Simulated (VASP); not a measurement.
# ZnS (P2_1) in VASP: notebook

Runs on ZnS. Level: PBEsol. Tasks: single point.

Program: VASP 6.6.1. These are calculated values, not measurements. Logs are shortened: lines on timing, memory, paths and dates and some standing lists are left out, and cuts for length are marked.

### 1 The cell of the first run

Symmetry: P2_1, No. 4, monoclinic system. Conventional cell: a = 3.687 Å, b = 6.053 Å, c = 3.687 Å, α = 90.00°, β = 120.00°, γ = 90.00°. Zn (site symmetry 1) has 4 S at 2.14 to 2.38 Å within 2.8 Å. S (site symmetry 1) has 4 Zn at 2.14 to 2.38 Å within 2.8 Å.

### 2 Single point, PBEsol (atoms displaced along a vibrational mode, the cell strained)

INCAR reads:

```
ALGO     = Normal         # electronic algorithm
EDIFF    = 1E-7           # SCF threshold, eV
ENCUT    = 520            # plane-wave cutoff, eV
GGA      = PS             # functional
ISIF     = 2              # what is computed and relaxed
ISMEAR   = 0              # smearing method
LASPH    = True           # aspherical terms in the spheres
LCHARG   = False          # write CHGCAR
LREAL    = False          # projectors in reciprocal space
LWAVE    = False          # write WAVECAR
NBANDS   = 26             # bands
NELM     = 60             # most SCF steps
PREC     = Accurate       # precision mode
SIGMA    = 0.05           # smearing width, eV
```

KPOINTS reads:

```
k-points
0
Gamma
  9 9 6
```

POSCAR reads:

```
ZnS
1.0
    3.6869103465      0.0000000000      0.0000000000
   -1.8434551732      3.1929580215      0.0000000000
    0.0000000000      0.0000000000      6.0534967868
Zn S
2 2
Direct
    0.3217290192      0.6666666667      0.0054424479
    0.6782709808      0.3333333333      0.5054424479
    0.3050372832      0.6666666667      0.3795575521
    0.6949627168      0.3333333333      0.8795575521
```

Potentials or basis: VASP PAW PBE potentials, release 64 (Zn, S).

Command:

```
$ cat potpaw_PBE.64/Zn/POTCAR potpaw_PBE.64/S/POTCAR > POTCAR
$ mpirun -np 1 vasp_std > vasp.out
```

OUTCAR:

```text
EDIFF = 1E-7
   ENCUT = 520
   GGA = PS
   ISIF = 2
   ISMEAR = 0
   LASPH = True
   LREAL = False
   NELM = 60
   PREC = Accurate

 ion  position               nearest neighbor table
   1  0.322  0.667  0.005-   4 2.14   3 2.27   4 2.27   4 2.38
   2  0.678  0.333  0.505-   3 2.14   4 2.27   3 2.27   3 2.38
   3  0.305  0.667  0.380-   2 2.14   1 2.27   2 2.27   2 2.38
   4  0.695  0.333  0.880-   1 2.14   2 2.27   1 2.27   1 2.38

  LATTYP: Found a hexagonal cell.
 ALAT       =     3.6869103465
 C/A-ratio  =     1.6418887952

  Lattice vectors:

 A1 = (   3.6869103465,   0.0000000000,   0.0000000000)
 A2 = (  -1.8434551732,   3.1929580215,   0.0000000000)
 A3 = (   0.0000000000,   0.0000000000,   6.0534967868)

Analysis of symmetry for initial positions (statically):
=====================================================================
 Subroutine PRICEL returns:
 Original cell was already a primitive cell.

 Routine SETGRP: Setting up the symmetry group for a
 hexagonal supercell.

 Subroutine GETGRP returns: Found  2 space group operations
 (whereof  1 operations were pure point group operations)
 out of a pool of 24 trial point group operations.

The static configuration has the point symmetry C_1 .
 The point group associated with its full space group is C_2 .

Analysis of symmetry for dynamics (positions and initial velocities):
=====================================================================
 Subroutine PRICEL returns:
 Original cell was already a primitive cell.

 Routine SETGRP: Setting up the symmetry group for a
 hexagonal supercell.

 Subroutine GETGRP returns: Found  2 space group operations
 (whereof  1 operations were pure point group operations)
 out of a pool of 24 trial point group operations.

The dynamic configuration has the point symmetry C_1 .
 The point group associated with its full space group is C_2 .

 Subroutine INISYM returns: Found  2 space group operations
 (whereof  1 operations are pure point group operations),
 and found     1 'primitive' translations

----------------------------------------------------------------------------------------

                                     Primitive cell

  volume of cell :      71.2627

  direct lattice vectors                    reciprocal lattice vectors
[... 89 lines left out ...]
   ENCUT  =  520.0 eV  38.22 Ry    6.18 a.u.   6.86  6.86 11.26*2*pi/ulx,y,z
   NELM   =     60;   NELMIN=  2; NELMDL= -5     # of ELM steps
   EDIFF  = 0.1E-06   stopping-criterion for ELM
   LREAL  =      F    real-space projection
   EDIFFG = 0.1E-05   stopping-criterion for IOM
   NSW    =      0    number of steps for IOM
   IBRION =     -1    ionic relax: 0-MD 1-quasi-New 2-CG
   NFREE  =      0    steps in history (QN), initial steepest desc. (CG)
   ISIF   =      2    stress and relaxation
   ISYM   =      2    0-nonsym 1-usesym 2-fastsym
   POTIM  = 0.5000    time-step for ionic-motion
   TEBEG  =    0.0;   TEEND  =   0.0 temperature during run
   PSTRESS=    0.0 pullay stress
   NELECT =      36.0000    total number of electrons
   NUPDOWN=      -1.0000    fix difference up-down
   EMIN   =  10.00;   EMAX   =-10.00  energy-range for DOS
   EFERMI =   0.00;   METHOD = LEGACY
   ISMEAR =     0;   SIGMA  =   0.05  broadening in eV -4-tet -1-fermi 0-gaus
   EFERMI_NEDOS =   21; number of points for ismear=-14 and -15
   IALGO  =     38    algorithm
   IMIX   =      4    mixing-type and parameters
     AMIX     =   0.40;   BMIX     =  1.00
     AMIX_MAG =   1.60;   BMIX_MAG =  1.00
  volume/ion in A,a.u.               =      17.82       120.23
  Fermi-wavevector in a.u.,A,eV,Ry     =   1.303832  2.463885 23.129603  1.699978
  Thomas-Fermi vector in A             =   2.434808
   LORBIT       =      0    0 simple, 1 ext, 2 COOP (PROOUT), +10 PAW based schemes
   GGA     = PS    functional components
   LHFCALC =     F    Hartree Fock is set to
   AEXX    =    0.0000 exact exchange contribution
   IVDW    =     0    specifies the selected vdW correction
   LEPSILON=     F    determine dielectric tensor
   LRPA    =     F    only Hartree local field effects (RPA)
 non-spin polarized calculation
 Gauss-broadening in eV      SIGMA  =   0.05
  energy-cutoff  :      520.00
  volume of cell :       71.26
 maximum number of plane-waves:      1941
   NGX = 13   NGY = 13   NGZ = 23

 number of electron      35.9999992 magnetization

 Free energy of the ion-electron system (eV)
  ---------------------------------------------------
  ext. energy  EPLUGINS =         0.00000000
  ---------------------------------------------------
  free energy    TOTEN  =       -14.85152377 eV

  energy without entropy =      -14.85152377  energy(sigma->0) =      -14.85152377

 E-fermi :   3.2881     XC(G=0): -10.3269

 val. band max:        3.0537927753   @ k =   0.0000   0.0000   0.0000
 cond. band min:       5.5531320763   @ k =   0.0000   0.0000   0.0000
 fundamental gap:      2.4993393009
 Fermi energy:         3.2880876193

 k-point     1 :       0.0000    0.0000    0.0000
  band No.  band energies     occupation
      1     -10.9396      2.00000
      2      -9.7929      2.00000
      3      -3.9327      2.00000
      4      -3.9134      2.00000
      5      -3.7648      2.00000
      6      -3.7511      2.00000
[... 685 lines left out ...]
     25      12.1464      0.00000
     26      12.8634      0.00000

 [... further k-points ...]

------------------------ aborting loop because EDIFF is reached ----------------------------------------

  FORCE on cell =-STRESS in cart. coord.  units (eV):
  Direction    XX          YY          ZZ          XY          YZ          ZX
  --------------------------------------------------------------------------------------
  -------------------------------------------------------------------------------------
  Total        4.1723411      3.6187437      3.5854324      2.6621520      0.0000000      0.0000000
  in kB       93.8054969     81.3591312     80.6102040     59.8523665      0.0000000      0.0000000
  external PRESSURE =      85.2582774 kB  Pullay stress =       0.0000000 kB

 VOLUME and BASIS-vectors are now :
 -----------------------------------------------------------------------------
  energy-cutoff  :      520.00
  volume of cell :       71.26
      direct lattice vectors                 reciprocal lattice vectors
     3.686910346  0.000000000  0.000000000     0.271229812  0.156594605  0.000000000
    -1.843455173  3.192958021  0.000000000     0.000000000  0.313189210  0.000000000
     0.000000000  0.000000000  6.053496787     0.000000000  0.000000000  0.165193777

 POSITION                                       TOTAL-FORCE (eV/Angst)
 -----------------------------------------------------------------------------------
     -0.04278      2.12864      0.03295         1.201288      0.298588      0.205793
      1.88624      1.06432      3.05969        -1.201288     -0.298588      0.205793
     -0.10433      2.12864      2.29765         1.357712      0.315554     -0.205793
      1.94778      1.06432      5.32440        -1.357712     -0.315554     -0.205793
 -----------------------------------------------------------------------------------
    total drift:                               -0.000000      0.000000     -0.000088

  FREE ENERGIE OF THE ION-ELECTRON SYSTEM (eV)
  ---------------------------------------------------
  free  energy   TOTEN  =       -14.8515237742 eV

  energy  without entropy=      -14.8515237742  energy(sigma->0) =      -14.85152377
```

OSZICAR:

```text
N       E                     dE             d eps       ncg     rms          rms(c)
DAV:   1     0.247066680946E+03    0.24707E+03   -0.17208E+04  8528   0.173E+03
DAV:   2     0.872036042598E+01   -0.23835E+03   -0.22752E+03  8772   0.357E+02
DAV:   3    -0.151488040790E+02   -0.23869E+02   -0.23629E+02 10132   0.113E+02
DAV:   4    -0.157282266501E+02   -0.57942E+00   -0.57820E+00 10000   0.175E+01
DAV:   5    -0.157367879767E+02   -0.85613E-02   -0.85591E-02 10288   0.215E+00    0.119E+01
DAV:   6    -0.148683536676E+02    0.86843E+00   -0.19218E+00 10916   0.438E+01    0.888E+00
DAV:   7    -0.148656819314E+02    0.26717E-02   -0.15071E+00  9036   0.787E+00    0.362E+00
DAV:   8    -0.148531672119E+02    0.12515E-01   -0.34133E-02  9740   0.135E+00    0.989E-01
DAV:   9    -0.148513463153E+02    0.18209E-02   -0.12626E-02 11584   0.125E+00    0.231E-01
DAV:  10    -0.148514276201E+02   -0.81305E-04   -0.58086E-04 10288   0.318E-01    0.127E-01
DAV:  11    -0.148515219553E+02   -0.94335E-04   -0.13147E-04  8904   0.944E-02    0.435E-02
DAV:  12    -0.148515224988E+02   -0.54356E-06   -0.11372E-05 10844   0.571E-02    0.711E-03
DAV:  13    -0.148515243737E+02   -0.18749E-05   -0.46547E-06 10862   0.348E-02    0.505E-03
DAV:  14    -0.148515237875E+02    0.58620E-06   -0.16656E-06 11466   0.270E-02    0.273E-03
DAV:  15    -0.148515237742E+02    0.13331E-07   -0.37053E-07  8884   0.375E-03
   1 F= -.14851524E+02 E0= -.14851524E+02  d E =-.168927E-13
```

It took 1.9 min on 1 thread of Intel Xeon 6975P-C (Granite Rapids), shared host; peak memory 0.37 GiB.

What came out:

| Item | Value |
| --- | --- |
| Free energy | -14.8515 eV |
| Pressure | 8.5 GPa |
| Largest force | 1.409 eV/Å |
| Band gap on the k mesh | 2.50 eV |

Forces in eV/Å, atoms in the order of the input:
```
Zn   1.201  0.299  0.206
Zn  -1.201 -0.299  0.206
S    1.358  0.316 -0.206
S   -1.358 -0.316 -0.206
```

Stress tensor (GPa, compression positive):
```
9.38 5.99 0.00
5.99 8.14 0.00
0.00 0.00 8.06
```

Levels at points of the mesh, in eV from the valence-band top:
```csv
k point,band 15,band 16,band 17,band 18,band 19,band 20,band 21,band 22
"(0.00, 0.00, 0.00)",-0.77,-0.10,-0.09,0.00,2.50,3.19,6.13,6.23
"(0.00, 0.00, 0.50)",-0.77,-0.77,-0.39,-0.39,3.68,3.68,6.30,6.30
```

Caveat: the cell differs from its parent crystal (atoms displaced along a vibrational mode, the cell strained); the cell stands under pressure; the PAW data sets were made with another functional, which shifts forces and pressure a little.

### 3 Single point, PBEsol (atoms displaced along a vibrational mode, the cell strained)

INCAR reads:

```
SYSTEM = ZnS
PREC     = Accurate       ! precision mode
ENCUT    = 520            ! plane-wave cutoff, eV
EDIFF    = 1E-6           ! SCF threshold, eV
ISMEAR   = 0              ! smearing method
SIGMA    = 0.05           ! smearing width, eV
LREAL    = .FALSE.        ! projectors in reciprocal space
LASPH    = .TRUE.         ! aspherical terms in the spheres
NELM     = 60             ! most SCF steps
ALGO     = Normal         ! electronic algorithm
ISIF     = 2              ! what is computed and relaxed
LWAVE    = .FALSE.        ! write WAVECAR
LCHARG   = .FALSE.        ! write CHGCAR
GGA      = PS             ! functional
NBANDS   = 26             ! bands
```

KPOINTS reads:

```
regular mesh
0
G
  9 9 6
  0 0 0
```

POSCAR reads:

```
ZnS
1.0
    3.8287145906      0.0000000000      0.0000000000
   -1.9143572953      3.3157640993      0.0000000000
    0.0000000000      0.0000000000      6.2863235863
Zn S
2 2
Direct
    0.3217290192      0.6666666667      0.0054424479
    0.6782709808      0.3333333333      0.5054424479
    0.3050372832      0.6666666667      0.3795575521
    0.6949627168      0.3333333333      0.8795575521
```

Potentials or basis: VASP PAW PBE potentials, release 64 (Zn, S).

Command:

```
$ cat potpaw_PBE.64/Zn/POTCAR potpaw_PBE.64/S/POTCAR > POTCAR
$ mpirun -np 1 vasp_std > vasp.out
```

It took 94 s on 1 thread of Intel Xeon 6975P-C (Granite Rapids), shared host; peak memory 0.39 GiB.

It converged, with:

* Free energy: -15.0099 eV
* Pressure: -1.6 GPa
* Largest force: 0.996 eV/Å
* Band gap on the k mesh: 1.96 eV

Forces in eV/Å, atoms in the order of the input:
```
Zn   0.784  0.213  0.128
Zn  -0.784 -0.213  0.128
S    0.960  0.233 -0.128
S   -0.960 -0.233 -0.128
```

Stress tensor (GPa, compression positive):
```
-0.90  3.19  0.00
 3.19 -1.89  0.00
 0.00  0.00 -2.11
```

Levels at points of the mesh, in eV from the valence-band top:
| k point | band 15 | band 16 | band 17 | band 18 | band 19 | band 20 | band 21 | band 22 |
| --- | --- | --- | --- | --- | --- | --- | --- | --- |
| (0.00, 0.00, 0.00) | -0.64 | -0.14 | -0.10 | 0.00 | 1.96 | 2.97 | 6.19 | 6.32 |
| (0.00, 0.00, 0.50) | -0.69 | -0.69 | -0.32 | -0.32 | 3.36 | 3.36 | 6.35 | 6.35 |

Caveat: the cell differs from its parent crystal (atoms displaced along a vibrational mode, the cell strained); the PAW data sets were made with another functional, which shifts forces and pressure a little.
